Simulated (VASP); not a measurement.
# SiO2 (I4/mmm) in VASP: further runs, part 2 of 2

VASP 6.6.1. The steps go on from the part before.

## 4. Single point, r2SCAN (biaxial xy strain -1.8%)

Input file POSCAR:

```
SiO2
1.0
    0.0000000000      2.2238669013      2.2641691115
    2.2238669013      0.0000000000      2.2641691115
    2.2238669013      2.2238669013      0.0000000000
Si O
1 2
Direct
    0.0000000000      0.0000000000      0.0000000000
    0.2500000000      0.2500000000      0.2500000000
    0.7500000000      0.7500000000      0.7500000000
```

Input file INCAR.step1:

```
SYSTEM = SiO2
PREC = Accurate ; ENCUT = 520
ISMEAR = 0 ; SIGMA = 0.01
LREAL = .False. ; LASPH = .True.
NELM = 60 ; NBANDS = 15
GGA = PE ; ALGO = Normal
EDIFF = 1E-4 ; LWAVE = .True.
LCHARG = .False.
```

Input file INCAR.step2:

```
SYSTEM = SiO2
PREC = Accurate ; ENCUT = 520
EDIFF = 1E-6 ; ISMEAR = 0
SIGMA = 0.01 ; LREAL = .False.
LASPH = .True. ; NELM = 60
ALGO = Normal ; ISIF = 2
LWAVE = .False. ; LCHARG = .False.
METAGGA = R2SCAN ; LMIXTAU = .True.
NBANDS = 15 ; ISTART = 1
```

Input file KPOINTS:

```
regular mesh
0
Gamma
  10 10 10
  0 0 0
```

Potentials or basis: VASP PAW PBE potentials, release 64 (Si, O).

Command:

```console
> cat potpaw_PBE.64/Si/POTCAR potpaw_PBE.64/O/POTCAR > POTCAR
> cp INCAR.step1 INCAR
> mpirun -np 1 vasp_std > vasp.out
> cp INCAR.step2 INCAR
> mpirun -np 1 vasp_std > vasp.out
```

OUTCAR:

```text
SYSTEM = SiO2
   PREC = Accurate
   ENCUT = 520
   EDIFF = 1E-6
   ISMEAR = 0
   LREAL = .False.
   LASPH = .True.
   NELM = 60
   ISIF = 2
   METAGGA = R2SCAN
   ISTART = 1

 ion  position               nearest neighbor table
   1  0.000  0.000  0.000-   3 1.94   3 1.94   3 1.94   2 1.94   3 1.94   2 1.94   2 1.94   2 1.94

   2  0.250  0.250  0.250-   1 1.94   1 1.94   1 1.94   1 1.94
   3  0.750  0.750  0.750-   1 1.94   1 1.94   1 1.94   1 1.94

  LATTYP: Found a body centered tetragonal cell.
 ALAT       =     3.1450227327
 C/A-ratio  =     1.4398427636

  Lattice vectors:

 A1 = (  -2.2238669013,   0.0000000000,   2.2641691115)
 A2 = (   2.2238669013,   0.0000000000,   2.2641691115)
 A3 = (   0.0000000000,   2.2238669013,  -2.2641691115)

Analysis of symmetry for initial positions (statically):
=====================================================================
 Subroutine PRICEL returns:
 Original cell was already a primitive cell.

 Routine SETGRP: Setting up the symmetry group for a
 body centered tetragonal supercell.

 Subroutine GETGRP returns: Found 16 space group operations
 (whereof 16 operations were pure point group operations)
 out of a pool of 16 trial point group operations.

The static configuration has the point symmetry D_4h.

Analysis of symmetry for dynamics (positions and initial velocities):
=====================================================================
 Subroutine PRICEL returns:
 Original cell was already a primitive cell.

 Routine SETGRP: Setting up the symmetry group for a
 body centered tetragonal supercell.

 Subroutine GETGRP returns: Found 16 space group operations
 (whereof 16 operations were pure point group operations)
 out of a pool of 16 trial point group operations.

The dynamic configuration has the point symmetry D_4h.

 Subroutine INISYM returns: Found 16 space group operations
 (whereof 16 operations are pure point group operations),
 and found     1 'primitive' translations

----------------------------------------------------------------------------------------

                                     Primitive cell

  volume of cell :      22.3953

  direct lattice vectors                    reciprocal lattice vectors
     0.000000000  2.223866901  2.264169112    -0.224833599  0.224833599  0.220831561
     2.223866901  0.000000000  2.264169112     0.224833599 -0.224833599  0.220831561
     2.223866901  2.223866901  0.000000000     0.224833599  0.224833599 -0.220831561

  length of vectors
     3.173648651  3.173648651  3.145022733     0.387126431  0.387126431  0.387126431

  position of ions in fractional coordinates (direct lattice)
     0.000000000  0.000000000  0.000000000
     0.250000000  0.250000000  0.250000000
     0.750000000  0.750000000  0.750000000

  ion indices of the primitive-cell ions
   primitive index   ion index
                 1           1
                 2           2
                 3           3

----------------------------------------------------------------------------------------

 KPOINTS: regular mesh

Automatic generation of k-mesh.
 Grid dimensions read from file:
[... 48 lines left out ...]
   number of dos      NEDOS =    301   number of ions     NIONS =      3
   total plane-waves  NPLWV =  13824
   dimension x,y,z NGX =    24 NGY =   24 NGZ =   24
   dimension x,y,z NGXF=    48 NGYF=   48 NGZF=   48
   ions per type =               1   2
   NGX,Y,Z   is equivalent  to a cutoff of  12.57, 12.57, 12.69 a.u.
   NGXF,Y,Z  is equivalent  to a cutoff of  25.14, 25.14, 25.37 a.u.
 SYSTEM =  SiO2
   PREC   = accura    normal or accurate (medium, high low for compatibility)
   ISTART =      1    job   : 0-new  1-cont  2-samecut
   ICHARG =      0    charge: 1-file 2-atom 10-const
   ISPIN  =      1    spin polarized calculation?
   LNONCOLLINEAR =      F non collinear calculations
   LSORBIT =      F    spin-orbit coupling
   LASPH  =      T    aspherical Exc in radial PAW
   ENCUT  =  520.0 eV  38.22 Ry    6.18 a.u.   5.90  5.90  5.85*2*pi/ulx,y,z
   NELM   =     60;   NELMIN=  2; NELMDL=  0     # of ELM steps
   EDIFF  = 0.1E-05   stopping-criterion for ELM
   LREAL  =      F    real-space projection
   EDIFFG = 0.1E-04   stopping-criterion for IOM
   NSW    =      0    number of steps for IOM
   IBRION =     -1    ionic relax: 0-MD 1-quasi-New 2-CG
   NFREE  =      0    steps in history (QN), initial steepest desc. (CG)
   ISIF   =      2    stress and relaxation
   ISYM   =      2    0-nonsym 1-usesym 2-fastsym
   POTIM  = 0.5000    time-step for ionic-motion
   TEBEG  =    0.0;   TEEND  =   0.0 temperature during run
   PSTRESS=    0.0 pullay stress
   NELECT =      16.0000    total number of electrons
   NUPDOWN=      -1.0000    fix difference up-down
   EMIN   =  10.00;   EMAX   =-10.00  energy-range for DOS
   EFERMI =   0.00;   METHOD = LEGACY
   ISMEAR =     0;   SIGMA  =   0.01  broadening in eV -4-tet -1-fermi 0-gaus
   EFERMI_NEDOS =   21; number of points for ismear=-14 and -15
   IALGO  =     38    algorithm
   IMIX   =      4    mixing-type and parameters
     AMIX     =   0.40;   BMIX     =  1.00
     AMIX_MAG =   1.60;   BMIX_MAG =  1.00
  volume/ion in A,a.u.               =       7.47        50.38
  Fermi-wavevector in a.u.,A,eV,Ry     =   1.463511  2.765635 29.141838  2.141865
  Thomas-Fermi vector in A             =   2.579597
   LORBIT       =      0    0 simple, 1 ext, 2 COOP (PROOUT), +10 PAW based schemes
   METAGGA = R2SCAN    functional components
   LHFCALC =     F    Hartree Fock is set to
   AEXX    =    0.0000 exact exchange contribution
   IVDW    =     0    specifies the selected vdW correction
   LEPSILON=     F    determine dielectric tensor
   LRPA    =     F    only Hartree local field effects (RPA)
 non-spin polarized calculation
 Gauss-broadening in eV      SIGMA  =   0.01
  energy-cutoff  :      520.00
  volume of cell :       22.40
 maximum number of plane-waves:       616
   NGX = 11   NGY = 11   NGZ = 11

 number of electron      16.0000003 magnetization

 Free energy of the ion-electron system (eV)
  ---------------------------------------------------
  ext. energy  EPLUGINS =         0.00000000
  ---------------------------------------------------
  free energy    TOTEN  =       -25.72726519 eV

  energy without entropy =      -25.72726519  energy(sigma->0) =      -25.72726519

 E-fermi :  10.1769     XC(G=0): -13.2800

 val. band max:       10.0758833459   @ k =   0.5000   0.0000   0.5000
 cond. band min:      12.5986671306   @ k =   0.5000   0.0000   0.5000
 fundamental gap:      2.5227837847
 Fermi energy:        10.1769482800

 k-point     1 :       0.0000    0.0000    0.0000
  band No.  band energies     occupation
      1     -14.5707      2.00000
      2      -7.2091      2.00000
      3       3.6133      2.00000
      4       3.6133      2.00000
      5       3.7276      2.00000
      6       7.2230      2.00000
      7       7.6883      2.00000
      8       7.6883      2.00000
      9      13.4180      0.00000
     10      16.7171      0.00000
     11      16.7171      0.00000
     12      16.8626      0.00000
     13      23.2337      0.00000
     14      23.7427      0.00000
[... 401 lines left out ...]
      2      -9.0117      2.00000
      3      -0.3946      2.00000
      4       1.7517      2.00000
      5       1.7917      2.00000
      6       8.2294      2.00000
      7       8.4910      2.00000
      8       8.5041      2.00000
      9      13.8455      0.00000
     10      18.5859      0.00000
     11      22.3404      0.00000
     12      22.4334      0.00000
     13      23.5427      0.00000
     14      26.9898      0.00000
     15      30.7377      0.00000

 [... further k-points ...]

------------------------ aborting loop because EDIFF is reached ----------------------------------------

  FORCE on cell =-STRESS in cart. coord.  units (eV):
  Direction    XX          YY          ZZ          XY          YZ          ZX
  --------------------------------------------------------------------------------------
  -------------------------------------------------------------------------------------
  Total        2.7722608      2.7722608     -0.2510579      0.0000000      0.0000000      0.0000000
  in kB      198.3299143    198.3299143    -17.9608985      0.0000000      0.0000000      0.0000000
  external PRESSURE =     126.2329767 kB  Pullay stress =       0.0000000 kB

 VOLUME and BASIS-vectors are now :
 -----------------------------------------------------------------------------
  energy-cutoff  :      520.00
  volume of cell :       22.40
      direct lattice vectors                 reciprocal lattice vectors
     0.000000000  2.223866901  2.264169112    -0.224833599  0.224833599  0.220831561
     2.223866901  0.000000000  2.264169112     0.224833599 -0.224833599  0.220831561
     2.223866901  2.223866901  0.000000000     0.224833599  0.224833599 -0.220831561

 POSITION                                       TOTAL-FORCE (eV/Angst)
 -----------------------------------------------------------------------------------
      0.00000      0.00000      0.00000         0.000000     -0.000000      0.000000
      1.11193      1.11193      1.13208         0.000000      0.000000      0.000000
      3.33580      3.33580      3.39625        -0.000000      0.000000     -0.000000
 -----------------------------------------------------------------------------------
    total drift:                                0.000000      0.000000      0.000000

  FREE ENERGIE OF THE ION-ELECTRON SYSTEM (eV)
  ---------------------------------------------------
  free  energy   TOTEN  =       -25.7272651940 eV

  energy  without entropy=      -25.7272651940  energy(sigma->0) =      -25.72726519
```

Run time: 95 s. Hardware: 1 thread of Intel Xeon 8259CL, shared host; peak memory 0.16 GiB.

What came out:

```yaml
Free_energy: -25.7273 eV
Pressure: 12.6 GPa
Band_gap_on_the_k_mesh: 2.52 eV
```

Caveat: the cell differs from its parent crystal (biaxial xy strain -1.8%); the cell stands under pressure; the PAW data sets were made with another functional, which shifts forces and pressure a little. A k mesh can miss the band edges.

## 5. Single point, r2SCAN (uniaxial z strain +4.0%)

Input file POSCAR:

```
SiO2
1.0
    0.0000000000      2.2641691115      2.3556415436
    2.2641691115      0.0000000000      2.3556415436
    2.2641691115      2.2641691115      0.0000000000
Si O
1 2
Direct
    0.0000000000      0.0000000000      0.0000000000
    0.2500000000      0.2500000000      0.2500000000
    0.7500000000      0.7500000000      0.7500000000
```

Input file INCAR.step1:

```
SYSTEM = SiO2
ALGO = Normal ; EDIFF = 1E-4
ENCUT = 520 ; GGA = PE
ISMEAR = 0 ; LASPH = .TRUE.
LCHARG = .FALSE. ; LREAL = .FALSE.
LWAVE = .TRUE. ; NBANDS = 15
NELM = 80 ; PREC = Accurate
SIGMA = 0.01
```

Input file INCAR.step2:

```
SYSTEM = SiO2
ALGO = Normal ; EDIFF = 1E-6
ENCUT = 520 ; ISIF = 2
ISMEAR = 0 ; ISTART = 1
LASPH = .TRUE. ; LCHARG = .TRUE.
LELF = .TRUE. ; LMIXTAU = .TRUE.
LREAL = .FALSE. ; LVHAR = .TRUE.
LWAVE = .FALSE. ; METAGGA = R2SCAN
NBANDS = 15 ; NELM = 80
PREC = Accurate ; SIGMA = 0.01
```

Input file KPOINTS:

```
k-points
0
G
  10 10 10
  0 0 0
```

Command:

```console
> cat potpaw_PBE.64/Si/POTCAR potpaw_PBE.64/O/POTCAR > POTCAR
> cp INCAR.step1 INCAR
> mpirun -np 1 vasp_std > vasp.out
> cp INCAR.step2 INCAR
> mpirun -np 1 vasp_std > vasp.out
```

Run time: 1.7 min. Hardware: 1 thread of Intel Xeon 8259CL, shared host; peak memory 0.16 GiB.

The run converged. Its results:

```
Free energy            : -25.6692 eV
Pressure               : -10.1 GPa
Band gap on the k mesh : 2.08 eV (least direct gap 2.17 eV)
```

Stress tensor (GPa, compression positive):
```
  3.61   0.00   0.00
  0.00   3.61   0.00
  0.00   0.00 -37.51
```

Levels at points of the mesh, in eV from the valence-band top:
```
           k point  band 5  band 6  band 7  band 8  band 9  band 10  band 11  band 12
(0.00, 0.00, 0.00)   -5.79   -3.09   -2.14   -2.14    2.08     6.28     6.28     6.61
(0.50, 0.00, 0.00)   -5.20   -5.18   -4.68   -4.50    6.18     9.89    10.36    10.82
(0.50, 0.50, 0.00)   -8.09   -1.03   -1.03   -0.53    2.90     8.86    11.40    12.97
(0.50, 0.00, 0.50)   -8.26   -1.65   -0.84    0.00    2.17     8.22    11.57    13.22
```

Caveat: the cell differs from its parent crystal (uniaxial z strain +4.0%); the cell stands under tension; the PAW data sets were made with another functional, which shifts forces and pressure a little.

## 6. The runs side by side

| level | cell | smearing | gap on the mesh (eV) | pressure (GPa) |
| --- | --- | --- | --- | --- |
| PBE | a = 3.174, b = 3.174, c = 3.145 Å, angles 60.3, 60.3, 59.4°, 3 atoms | fermi-dirac 0.02 eV | 1.89 | 22.5 |
| PBE | a = 3.267, b = 3.267, c = 3.202 Å, angles 60.7, 60.7, 58.7°, 3 atoms | fermi-dirac 0.02 eV | 1.42 | -0.5 |
| r2SCAN | a = 3.174, b = 3.174, c = 3.145 Å, angles 60.3, 60.3, 59.4°, 3 atoms | gaussian 0.01 eV | 2.52 | 12.6 |
| r2SCAN | a = 3.267, b = 3.267, c = 3.202 Å, angles 60.7, 60.7, 58.7°, 3 atoms | gaussian 0.01 eV | 2.08 | -10.1 |

Alike in all rows: task single point; potentials or basis VASP PAW PBE potentials, release 64 (Si, O); no spin polarisation; k mesh 10 × 10 × 10; cutoff (eV) 520.

Caveats: the cell stands under pressure (at least some runs); the PAW data sets were made with another functional, which shifts forces and pressure a little (at least some runs); the cell stands under tension (at least some runs).

Absolute energies hang on the potentials; compare differences alone.
